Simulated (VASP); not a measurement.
# Co (Pm-3m) in VASP: settings compared

The runs below take Co through single point, with r2SCAN0, r2SCAN.

Everything below comes from runs of VASP 6.6.1. Logs are shortened: lines on timing, memory, paths and dates and some standing lists are left out, and cuts for length are marked.

### 1 The cell of the first run

It takes space group Pm-3m (No. 221, cubic). Conventional cell: a = 2.327 Å, b = 2.327 Å, c = 2.327 Å, α = 90.00°, β = 90.00°, γ = 90.00°. Within 3.1 Å of Co (site symmetry m-3m) lie 6 Co at 2.33 Å.

This isn't the form of Co at room conditions, which is hcp.

### 2 Single point, r2SCAN0, collinear spin, ferromagnetic start

The input, POSCAR:

```
Co
1.0
    2.3269918538      0.0000000000      0.0000000000
    0.0000000000      2.3269918538      0.0000000000
    0.0000000000      0.0000000000      2.3269918538
Co
1
Direct
    0.0000000000      0.0000000000      0.0000000000
```

The input, INCAR.step1:

```
ALGO = Normal ; EDIFF = 1E-5
ENCUT = 520 ; GGA = PE
ISIF = 2 ; ISMEAR = -1
ISPIN = 2 ; LASPH = True
LCHARG = False ; LMAXMIX = 4
LORBIT = 11 ; LREAL = False
LWAVE = True ; MAGMOM = 2.085
NBANDS = 14 ; NELM = 150
PREC = Accurate ; SIGMA = 0.1
```

The input, INCAR.step2:

```
AEXX = 0.25 ; ALGO = Normal
EDIFF = 1E-6 ; ENCUT = 520
ISIF = 2 ; ISMEAR = -1
ISPIN = 2 ; ISTART = 1
LASPH = True ; LCHARG = False
LHFCALC = True ; LMAXMIX = 4
LMIXTAU = True ; LORBIT = 11
LREAL = False ; LWAVE = False
MAGMOM = 2.085 ; METAGGA = R2SCAN
NBANDS = 14 ; NELM = 150
PREC = Accurate ; PRECFOCK = Normal
SIGMA = 0.1
```

The input, KPOINTS:

```
k-points
0
Gamma
  7 7 7
```

Potentials or basis: VASP PAW PBE potentials, release 64 (Co).

Started as:

```console
> cat potpaw_PBE.64/Co/POTCAR > POTCAR
> cp INCAR.step1 INCAR
> mpirun -np 1 vasp_std > vasp.out
> cp INCAR.step2 INCAR
> mpirun -np 1 vasp_std > vasp.out
```

OUTCAR:

```text
AEXX = 0.25
   EDIFF = 1E-6
   ENCUT = 520
   ISIF = 2
   ISMEAR = -1
   ISPIN = 2
   ISTART = 1
   LASPH = True
   LHFCALC = True
   LORBIT = 11
   LREAL = False
   METAGGA = R2SCAN
   NELM = 150
   PREC = Accurate
   PRECFOCK = Normal

 ion  position               nearest neighbor table
   1  0.000  0.000  0.000-

  LATTYP: Found a simple cubic cell.
 ALAT       =     2.3269918538

  Lattice vectors:

 A1 = (   2.3269918538,   0.0000000000,   0.0000000000)
 A2 = (   0.0000000000,   2.3269918538,   0.0000000000)
 A3 = (   0.0000000000,   0.0000000000,   2.3269918538)

Analysis of symmetry for initial positions (statically):
=====================================================================
 Subroutine PRICEL returns:
 Original cell was already a primitive cell.

 Routine SETGRP: Setting up the symmetry group for a
 simple cubic supercell.

 Subroutine GETGRP returns: Found 48 space group operations
 (whereof 48 operations were pure point group operations)
 out of a pool of 48 trial point group operations.

The static configuration has the point symmetry O_h .

Analysis of symmetry for dynamics (positions and initial velocities):
=====================================================================
 Subroutine PRICEL returns:
 Original cell was already a primitive cell.

 Routine SETGRP: Setting up the symmetry group for a
 simple cubic supercell.

 Subroutine GETGRP returns: Found 48 space group operations
 (whereof 48 operations were pure point group operations)
 out of a pool of 48 trial point group operations.

The dynamic configuration has the point symmetry O_h .

Analysis of structural, dynamic, and magnetic symmetry:
=====================================================================
 Subroutine PRICEL returns:
 Original cell was already a primitive cell.

 Routine SETGRP: Setting up the symmetry group for a
 simple cubic supercell.

 Subroutine GETGRP returns: Found 48 space group operations
 (whereof 48 operations were pure point group operations)
 out of a pool of 48 trial point group operations.

The overall configuration has the point symmetry O_h .

 Subroutine INISYM returns: Found 48 space group operations
 (whereof 48 operations are pure point group operations),
 and found     1 'primitive' translations

----------------------------------------------------------------------------------------

                                     Primitive cell

  volume of cell :      12.6004

  direct lattice vectors                    reciprocal lattice vectors
     2.326991854  0.000000000  0.000000000     0.429739364  0.000000000  0.000000000
     0.000000000  2.326991854  0.000000000     0.000000000  0.429739364  0.000000000
     0.000000000  0.000000000  2.326991854     0.000000000  0.000000000  0.429739364

  length of vectors
     2.326991854  2.326991854  2.326991854     0.429739364  0.429739364  0.429739364

  position of ions in fractional coordinates (direct lattice)
     0.000000000  0.000000000  0.000000000

  ion indices of the primitive-cell ions
   primitive index   ion index
                 1           1

----------------------------------------------------------------------------------------

 KPOINTS: k-points

Automatic generation of k-mesh.
 Grid dimensions read from file:
 generate k-points for:    7    7    7

 Generating k-lattice:

  Cartesian coordinates                     Fractional coordinates (reciprocal lattice)
     0.061391338  0.000000000  0.000000000     0.142857143  0.000000000  0.000000000
     0.000000000  0.061391338  0.000000000     0.000000000  0.142857143  0.000000000
     0.000000000  0.000000000  0.061391338     0.000000000  0.000000000  0.142857143

  Length of vectors
     0.061391338  0.061391338  0.061391338

  Shift w.r.t. Gamma in fractional coordinates (k-lattice)
     0.000000000  0.000000000  0.000000000

 Subroutine IBZKPT returns following result:
 ===========================================

 Found     20 irreducible k-points:

 Following reciprocal coordinates:
            Coordinates               Weight
  0.000000  0.000000  0.000000      1.000000
  0.142857  0.000000  0.000000      6.000000
  0.285714  0.000000  0.000000      6.000000
  0.428571  0.000000  0.000000      6.000000
[... 29 lines left out ...]
   LNONCOLLINEAR =      F non collinear calculations
   LSORBIT =      F    spin-orbit coupling
   LASPH  =      T    aspherical Exc in radial PAW
   ENCUT  =  520.0 eV  38.22 Ry    6.18 a.u.   4.33  4.33  4.33*2*pi/ulx,y,z
   NELM   =    150;   NELMIN=  2; NELMDL=  0     # of ELM steps
   EDIFF  = 0.1E-05   stopping-criterion for ELM
   LREAL  =      F    real-space projection
   EDIFFG = 0.1E-04   stopping-criterion for IOM
   NSW    =      0    number of steps for IOM
   IBRION =     -1    ionic relax: 0-MD 1-quasi-New 2-CG
   NFREE  =      0    steps in history (QN), initial steepest desc. (CG)
   ISIF   =      2    stress and relaxation
   ISYM   =      3    0-nonsym 1-usesym 2-fastsym
   POTIM  = 0.5000    time-step for ionic-motion
   TEBEG  =    0.0;   TEEND  =   0.0 temperature during run
   PSTRESS=    0.0 pullay stress
   NELECT =       9.0000    total number of electrons
   NUPDOWN=      -1.0000    fix difference up-down
   EMIN   =  10.00;   EMAX   =-10.00  energy-range for DOS
   EFERMI =   0.00;   METHOD = LEGACY
   ISMEAR =    -1;   SIGMA  =   0.10  broadening in eV -4-tet -1-fermi 0-gaus
   EFERMI_NEDOS =   21; number of points for ismear=-14 and -15
   IALGO  =     38    algorithm
   IMIX   =      1    mixing-type and parameters
     AMIX     =   0.40;   BMIX     =  1.00
     AMIX_MAG =   1.60;   BMIX_MAG =  1.00
  volume/ion in A,a.u.               =      12.60        85.03
  Fermi-wavevector in a.u.,A,eV,Ry     =   1.463392  2.765411 29.137113  2.141517
  Thomas-Fermi vector in A             =   2.579493
   LORBIT       =     11    0 simple, 1 ext, 2 COOP (PROOUT), +10 PAW based schemes
   METAGGA = R2SCAN    functional components
   LHFCALC =     T    Hartree Fock is set to
   PRECFOCK=normal    Normal, Fast or Accurate (Low or Medium for compatibility)
   ENCUT4O =  -1.0   cutoff for four orbital integrals eV
   NKREDX  =     1    reduce k-point grid by
   NKREDY  =     1    reduce k-point grid by
   NKREDZ  =     1    reduce k-point grid by
   AEXX    =    0.2500 exact exchange contribution
   HFSCREEN=    0.0000 screening length (either q_TF or 0.3 A-1)
   HFSCREENC=   0.0000 screening length for correlation (either q_TF or 0.3 A-1)
   ENCUTFOCK=  -1.0 apply spherical cutoff to Coloumb kernel
   IVDW    =     0    specifies the selected vdW correction
   LEPSILON=     F    determine dielectric tensor
   LRPA    =     F    only Hartree local field effects (RPA)
 spin polarized calculation
  energy-cutoff  :      520.00
  volume of cell :       12.60
 maximum number of plane-waves:       348
 NGX is ok and might be reduce to    18
  NGX = 14; NGY = 14; NGZ = 14

 number of electron       9.0000012 magnetization       2.2514739

 Free energy of the ion-electron system (eV)
  ---------------------------------------------------
  ext. energy  EPLUGINS =         0.00000000
  ---------------------------------------------------
  free energy    TOTEN  =       -14.67964575 eV

  energy without entropy =      -14.66982880  energy(sigma->0) =      -14.67473727

 E-fermi :   9.8816     XC(G=0): -10.5190

 val. band max:        9.5292889555   @ k =   0.2857   0.2857   0.2857
 cond. band min:       9.9952541082   @ k =   0.4286   0.2857   0.1429
 fundamental gap:      0.4659651527
 Fermi energy:         9.8815963372

 spin component 1

 k-point     1 :       0.0000    0.0000    0.0000
  band No.  band energies     occupation
      1      -1.8097      1.00000
      2       1.2034      1.00000
      3       1.2035      1.00000
      4       3.6701      1.00000
      5       3.6701      1.00000
      6       3.6702      1.00000
      7      29.4755      0.00000
      8      29.4755      0.00000
      9      29.4755      0.00000
     10      33.4414      0.00000
     11      33.4416      0.00000
     12      38.4268      0.00000
     13      48.8847      0.00000
     14      51.5438      0.00000
[... 308 lines left out ...]
  band No.  band energies     occupation
      1       0.7163      1.00000
      2       0.8630      1.00000
      3       0.8631      1.00000
      4       5.6430      1.00000
      5       5.6431      1.00000
      6      18.2846      0.00000
      7      21.5059      0.00000
      8      21.5060      0.00000
      9      23.1938      0.00000
     10      27.5759      0.00000
     11      27.5760      0.00000
     12      29.7226      0.00000
     13      37.1590      0.00000
     14      49.2697      0.00000
 Fermi energy:         9.8815963372

 spin component 2

 k-point     1 :       0.0000    0.0000    0.0000
  band No.  band energies     occupation
      1      -1.8921      1.00000
      2       2.6760      1.00000
      3       2.6778      1.00000
      4      13.3745      0.00000
      5      13.3745      0.00000
      6      13.3755      0.00000
      7      30.6532      0.00000
      8      30.6534      0.00000
      9      30.6534      0.00000
     10      33.9498      0.00000
     11      33.9507      0.00000
     12      38.4037      0.00000
     13      52.8800      0.00000
     14      52.8800      0.00000
[... 309 lines left out ...]
      1       6.4291      1.00000
      2       6.8993      1.00000
      3       6.8994      1.00000
      4       7.6621      1.00000
      5       7.6633      1.00000
      6      19.6374      0.00000
      7      22.5701      0.00000
      8      22.5704      0.00000
      9      23.0679      0.00000
     10      29.4680      0.00000
     11      29.4682      0.00000
     12      31.1822      0.00000
     13      39.3224      0.00000
     14      56.1371      0.00000

------------------------ aborting loop because EDIFF is reached ----------------------------------------

  FORCE on cell =-STRESS in cart. coord.  units (eV):
  Direction    XX          YY          ZZ          XY          YZ          ZX
  --------------------------------------------------------------------------------------
  -------------------------------------------------------------------------------------
  Total        1.1026209      1.1026209      1.1026209      0.0000000      0.0000000     -0.0000000
  in kB      140.2013596    140.2013596    140.2013596      0.0000000      0.0000000     -0.0000000
  external PRESSURE =     140.2013596 kB  Pullay stress =       0.0000000 kB

 VOLUME and BASIS-vectors are now :
 -----------------------------------------------------------------------------
  energy-cutoff  :      520.00
  volume of cell :       12.60
      direct lattice vectors                 reciprocal lattice vectors
     2.326991854  0.000000000  0.000000000     0.429739364  0.000000000  0.000000000
     0.000000000  2.326991854  0.000000000     0.000000000  0.429739364  0.000000000
     0.000000000  0.000000000  2.326991854     0.000000000  0.000000000  0.429739364

 POSITION                                       TOTAL-FORCE (eV/Angst)
 -----------------------------------------------------------------------------------
      0.00000      0.00000      0.00000         0.000000      0.000000      0.000000
 -----------------------------------------------------------------------------------
    total drift:                               -0.000005      0.000000      0.000000

  FREE ENERGIE OF THE ION-ELECTRON SYSTEM (eV)
  ---------------------------------------------------
  free  energy   TOTEN  =       -14.6796457497 eV

  energy  without entropy=      -14.6698287986  energy(sigma->0) =      -14.67473727

 total charge

# of ion       s       p       d       tot
------------------------------------------
    1        0.503   0.504   7.179   8.185

 magnetization (x)

# of ion       s       p       d       tot
------------------------------------------
    1        0.042  -0.002   2.250   2.290
```

Run time: 39 min. Hardware: 1 thread of Intel Xeon Platinum 8259CL at 2.50GHz (Skylake/Cascade Lake), shared host; peak memory 0.14 GiB.

What came out:

```
Free energy                                           : -14.6796 eV
Pressure                                              : 14.0 GPa
Net moment                                            : 2.25 μB per cell
Site moments                                          : Co +2.29 μB
Valence electrons inside the program's atomic spheres : Co 8.19
```

Caveat: the k points lie up to 0.39 Å⁻¹ apart; the PAW data sets were made with another functional, which shifts forces and pressure a little.

### 3 Single point, r2SCAN, collinear spin, ferromagnetic start (10.02 Å³/atom)

The input, POSCAR:

```
Co
1.0
    0.0000000000      2.1560167158      2.1560167158
    2.1560167158      0.0000000000      2.1560167158
    2.1560167158      2.1560167158      0.0000000000
Co
2
Direct
    0.0000000000      0.0000000000      0.0000000000
    0.5000000000      0.5000000000      0.5000000000
```

The input, INCAR.step1:

```
SYSTEM = Co
  PREC = Accurate
  ENCUT = 520
  ISMEAR = -1
  SIGMA = 0.05
  LREAL = .False.
  LASPH = .True.
  NELM = 150
  ISPIN = 2
  MAGMOM = -2.018 -2.018
  LMAXMIX = 4
  NBANDS = 20
  GGA = PE
  ALGO = Normal
  EDIFF = 1E-4
  LWAVE = .True.
  LCHARG = .False.
```

The input, INCAR.step2:

```
SYSTEM = Co
  PREC = Accurate
  ENCUT = 520
  EDIFF = 1E-6
  ISMEAR = -1
  SIGMA = 0.05
  LREAL = .False.
  LASPH = .True.
  NELM = 150
  ALGO = Normal
  ISIF = 2
  LWAVE = .False.
  LCHARG = .False.
  ISPIN = 2
  MAGMOM = -2.018 -2.018
  LORBIT = 11
  LMAXMIX = 4
  METAGGA = R2SCAN
  LMIXTAU = .True.
  NBANDS = 20
  ISTART = 1
```

The input, KPOINTS:

```
regular mesh
0
Gamma
  14 14 14
  0 0 0
```

Potentials or basis: VASP PAW PBE potentials, release 64 (Co).

Started as:

```console
> cat potpaw_PBE.64/Co/POTCAR > POTCAR
> cp INCAR.step1 INCAR
> mpirun -np 1 vasp_std > vasp.out
> cp INCAR.step2 INCAR
> mpirun -np 1 vasp_std > vasp.out
```

Run time: 94 s. Hardware: 1 thread of Intel Xeon 6975P-C (Granite Rapids), shared host; peak memory 0.2 GiB.

Results (log left out):

| Quantity | Value |
| --- | --- |
| Free energy | -24.1961 eV |
| Pressure | 59.7 GPa |
| Net moment | -3.75 μB per cell |
| Site moments | Co -1.89 μB |
| Valence electrons inside the program's atomic spheres | Co 8.68 |

Levels at points of the mesh, in eV from the Fermi level:
Spin up:
| k point | band 5 | band 6 | band 7 | band 8 | band 9 | band 10 |
| --- | --- | --- | --- | --- | --- | --- |
| (0.00, 0.00, 0.00) | -3.71 | -3.71 | 1.83 | 1.83 | 1.83 | 2.29 |
| (0.50, 0.00, 0.00) | -2.20 | -2.20 | -0.34 | -0.34 | -0.34 | -0.34 |
| (0.50, 0.50, 0.00) | -2.50 | -0.07 | -0.07 | 0.34 | 0.34 | 1.99 |
Spin down:
| k point | band 8 | band 9 | band 10 | band 11 | band 12 | band 13 | band 14 | band 15 |
| --- | --- | --- | --- | --- | --- | --- | --- | --- |
| (0.00, 0.00, 0.00) | -1.62 | -1.62 | 0.10 | 0.10 | 13.96 | 14.61 | 14.61 | 14.61 |
| (0.50, 0.00, 0.00) | -3.13 | -3.13 | -3.13 | -0.64 | -0.64 | 15.25 | 15.25 | 15.25 |
| (0.50, 0.50, 0.00) | -2.91 | -2.27 | -1.48 | 0.01 | 4.88 | 5.78 | 5.78 | 12.48 |

Caveat: the cell stands under pressure; the PAW data sets were made with another functional, which shifts forces and pressure a little.
